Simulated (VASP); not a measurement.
# TiO2: single point with LDA

The system is TiO2.

```
Ti O
1.0
     0.00000    4.12334    4.12334
     4.12334    0.00000    4.12334
     4.12334    4.12334    0.00000
Ti O
4 8
Direct
  0.62500 0.62500 0.12500
  0.12500 0.62500 0.62500
  0.62500 0.12500 0.62500
  0.62500 0.62500 0.62500
  0.39017 0.39017 0.39017
  0.39017 0.82948 0.39017
  0.39017 0.39017 0.82948
  0.82948 0.39017 0.39017
  0.85983 0.85983 0.42052
  0.42052 0.85983 0.85983
  0.85983 0.42052 0.85983
  0.85983 0.85983 0.85983
```

```
Program             : VASP 6.6.1
Task                : single point
Functional          : LDA
Potentials or basis : VASP PAW LDA potentials, release 64 (Ti_sv, O)
Cutoff              : 520 eV
k mesh              : 6 × 6 × 6
Occupations         : gaussian, width 0.05 eV
Spin                : no spin polarisation
```

```
Pressure               : 1.2 GPa
Largest force          : 0.103 eV/Å
Band gap on the k mesh : 1.75 eV (least direct gap 1.79 eV)
```

Forces on the atoms (eV/Å):
```
Ti   0.000  0.000  0.000
Ti   0.000  0.000  0.000
Ti   0.000  0.000  0.000
Ti   0.000  0.000  0.000
O   -0.060 -0.060 -0.060
O    0.060 -0.060  0.060
O    0.060  0.060 -0.060
O   -0.060  0.060  0.060
O   -0.060 -0.060  0.060
O    0.060 -0.060 -0.060
O   -0.060  0.060 -0.060
O    0.060  0.060  0.060
```

Levels at points of the mesh, in eV from the valence-band top:
| k point | band 44 | band 45 | band 46 | band 47 | band 48 | band 49 | band 50 | band 51 | band 52 | band 53 |
| --- | --- | --- | --- | --- | --- | --- | --- | --- | --- | --- |
| (0.00, 0.00, 0.00) | -0.89 | -0.89 | -0.04 | -0.04 | -0.04 | 1.75 | 1.75 | 3.44 | 3.44 | 3.44 |
| (0.50, 0.00, 0.00) | -0.73 | -0.73 | -0.62 | -0.01 | -0.01 | 2.60 | 2.60 | 3.68 | 3.68 | 3.76 |
| (0.50, 0.50, 0.00) | -0.82 | -0.79 | -0.79 | -0.23 | -0.23 | 3.05 | 3.05 | 3.38 | 3.38 | 3.81 |

Wall time 5.1 min on 1 thread of Intel Xeon 8259CL, with other jobs on the host, peak memory 0.3 GiB.

A k mesh can miss the band edges.
